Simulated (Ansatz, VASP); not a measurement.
# One calculation of Sr, two programs

INCAR

```
SYSTEM = Sr
ALGO = Normal
EDIFF = 1E-6
ENCUT = 500
GGA = PS
GGA_COMPAT = .FALSE.
ISIF = 2
ISMEAR = 0
LASPH = .TRUE.
LCHARG = .FALSE.
LREAL = .FALSE.
LWAVE = .FALSE.
NBANDS = 17
NELM = 120
PREC = Accurate
SIGMA = 0.1
```

Contents of KPOINTS:

```
k-points
0
G
  10 10 8
  0 0 0
```

File POSCAR:

```
Sr
1.0
   -3.6446618841      3.6256329073      2.0047564104
    3.6322537026     -3.6386069342      2.0057941907
    3.6740162417      3.6679612917     -2.0285512306
Sr
2
Direct
    0.7387108420      0.2420375577      0.5054258111
    0.0112891580      0.0079624423     -0.0054258111
```

Input for Ansatz:

```yaml
crystal:
  lattice:
    - [-3.6446618841, 3.6256329073, 2.0047564104]
    - [3.6322537026, -3.6386069342, 2.0057941907]
    - [3.6740162417, 3.6679612917, -2.0285512306]
  atoms:
    - { symbol: Sr, position: [0.738710842, 0.2420375577, 0.5054258111] }
    - { symbol: Sr, position: [0.011289158, 0.0079624423, -0.0054258111] }
basis:
  ecutwfc: 420
kpoints:
  mp_grid: { grid: [10, 10, 8] }
hamiltonian:
  xc: pbesol
scf:
  occupations: { method: gaussian, width: 0.1 }
output:
  forces: true
  stress: true
  eigenvalues: true
  populations: true
```

Change from the starting cell: all atoms moved at random, cell strained at random.

Alike in both runs: task single point; functional PBEsol; k mesh 10 × 10 × 8; occupations gaussian, width 0.1 eV; no spin polarisation.

```csv
,VASP,Ansatz
version,VASP 6.6.1,Ansatz 0.2.0
potentials or method,"VASP PAW PBE potentials, release 64 (Sr_sv), cutoff 500 eV","scalar-relativistic, plane waves, PAW"
valence electrons in the cell,20,20
```

|  | VASP | Ansatz | Ansatz less VASP |
| --- | --- | --- | --- |
| gap on the k mesh at the Fermi level (eV) | none | none | - |
| pressure (GPa) | -0.3 | -0.3 | 0.00 |
| traceless stress, the component that is largest in VASP (GPa) | -0.49 | -0.49 | +0.003 |
| rms of the force components (eV/Å) | 0.083 | 0.083 | -0.0004 |

VASP's potentials were made for PBE, not for PBEsol. Atom by atom the forces differ by 0.000 eV/Å (rms over components). A gap of «none» marks a metal or a gap that the smearing closes.
